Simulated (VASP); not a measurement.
## BP: electric field gradients with PBE

Crystal: BP.

```
B P
1.0
     0.00000    2.24631    2.26900
     2.24631    0.00000    2.26900
     2.24631    2.24631    0.00000
B P
1 1
Direct
  0.00000 0.00000 0.00000
  0.75000 0.75000 0.75000
```

This cell differs from its parent crystal: equal xx and yy strain of -1 %.

```
Program                : VASP 6.6.1
Task                   : electric field gradients
Functional             : PBE
Potentials or basis    : VASP PAW PBE potentials, release 64 (B, P)
Cutoff                 : 520 eV
k mesh                 : 15 × 15 × 15
Occupations            : fermi-dirac, width 0.05 eV
Spin                   : no spin polarisation
Dipole correction      : no
Further INCAR settings : ALGO = Normal; EDIFF = 1e-08; NBANDS = 11
```

| Property | Result |
| --- | --- |
| Pressure | 4.3 GPa |
| Band gap on the k mesh | 1.14 eV, indirect (least direct gap 3.38 eV) |

Stress tensor (GPa, compression positive):
```
5.27 0.00 0.00
0.00 5.27 0.00
0.00 0.00 2.50
```

Levels at points of the mesh, in eV from the valence-band top:
| k point | band 2 | band 3 | band 4 | band 5 | band 6 | band 7 |
| --- | --- | --- | --- | --- | --- | --- |
| (0.00, 0.00, 0.00) | -0.10 | 0.00 | 0.00 | 3.38 | 3.38 | 3.44 |

Electric field gradients, principal values (V/Å²):
| atom | least | middle | greatest (by size) |
| --- | --- | --- | --- |
| 1 B | -0.034 | -0.034 | 0.069 |
| 2 P | -0.234 | -0.234 | 0.468 |

Run time: 34 s on 1 thread of Intel Xeon 6975P-C, on a shared host, peak memory 0.19 GiB.

Caveat: the cell differs from its parent crystal (equal xx and yy strain of -1 %); without QUAD_EFG the Cq values of the log hold for a quadrupole moment of 1 mb, not for the nuclei. A k mesh can miss the band edges.
